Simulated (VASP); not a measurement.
Runs of VASP 6.6.1 on MnSb. The structure is that of space group F-43m (No. 216), or close to it. The cells are those of the table. 

```tsv
cell	cutoff (eV)	gap on the mesh (eV)	pressure (GPa)	moment (μB)
a = 4.290 Å, angles 60.0°, 2 atoms	500	none	0.2	4.00
a = 4.265 Å, angles 60.0°, 2 atoms	520	none	1.0	3.97
a = 4.043 Å, angles 60.0°, 2 atoms	500	none	(b)	3.21
a = 4.293 Å, angles 60.0°, 2 atoms	500	none	0.0	4.00
a = 4.301 Å, angles 60.0°, 2 atoms	500	none	(c)	4.00
a = 4.198 Å, angles 60.0°, 2 atoms	500	none	2.7	3.72
a = 4.235 Å, angles 60.0°, 2 atoms	520	none	1.7	3.86
a = 3.748 Å, angles 60.0°, 2 atoms	500	none	(a)	(d)
a = 3.893 Å, angles 60.0°, 2 atoms	500	none	21.0	2.87
```

Alike in all rows: task single point; level PBEsol; potentials or basis VASP PAW PBE potentials, release 64 (Mn_pv, Sb); spin collinear, ferromagnetic start; k mesh 10 × 10 × 10; smearing gaussian 0.05 eV.

Question: Estimate the missing entries.

Answer: (a) 36.7; (b) 9.2; (c) -0.2; (d) 2.14.

Caveats: the PAW data sets were made with another functional, which shifts forces and pressure a little; spin-orbit coupling is left out, which moves the levels of the heavy elements; a cell with one magnetic atom can't hold antiferromagnetic order, which such compounds often take.

A k mesh can miss the band edges, and the runs leave out spin-orbit coupling on Sb.

A gap of «none» marks levels without a gap at the run's occupations.
